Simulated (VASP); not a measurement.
Runs of VASP 6.6.1 on GaN. The structure is hexagonal, space group P6_3mc (No. 186). The conventional cell has a = 3.170 Å, b = 3.170 Å, c = 5.185 Å, α = 90.00°, β = 90.00°, γ = 120.00°. Ga (site symmetry 3m) has 4 N at 1.94 to 1.95 Å within 2.6 Å. N (site symmetry 3m) has 4 Ga at 1.94 to 1.95 Å within 2.6 Å. 

```tsv
task	level	potentials or basis	cell	smearing	gap on the mesh (eV)	pressure (GPa)	largest force (eV/Å)
single point	PBE	VASP PAW PBE potentials, release 64 (Ga_d, N)	as given	gaussian 0.05 eV	1.98	7.9	-
single point	LDA	VASP PAW LDA potentials, release 64 (Ga_d, N)	as given	gaussian 0.03 eV	2.00	-2.9	-
single point	LDA	VASP PAW LDA potentials, release 64 (Ga_d, N)	as given	gaussian 0.05 eV	2.00	-3.0	-
single point	r2SCAN	VASP PAW PBE potentials, release 64 (Ga_d, N)	as given	gaussian 0.05 eV	2.38	2.7	0.01
relaxation of the atoms	PBE	VASP PAW PBE potentials, release 64 (Ga_d, N)	atoms relaxed	gaussian 0.05 eV	1.98	7.9	-
single point	r2SCAN	VASP PAW PBE potentials, release 64 (Ga_d, N)	as given	gaussian 0.03 eV	2.38	2.7	0.01
single point	PBE	VASP PAW PBE potentials, release 64 (Ga_d, N)	as given	gaussian 0.03 eV	1.98	7.9	-
relaxation of the atoms	LDA	VASP PAW LDA potentials, release 64 (Ga_d, N)	atoms relaxed	gaussian 0.05 eV	(a)	-2.9	-
```

Alike in all rows: no spin polarisation; k mesh 8 × 8 × 5; cutoff (eV) 520.

Task: Fill in the values left out.

Result: (a) 1.99.

Caveats: the cell stands under pressure (at least some runs); the PAW data sets were made with another functional, which shifts forces and pressure a little (at least some runs).

A k mesh can miss the band edges, and the runs leave out spin-orbit coupling on Ga.
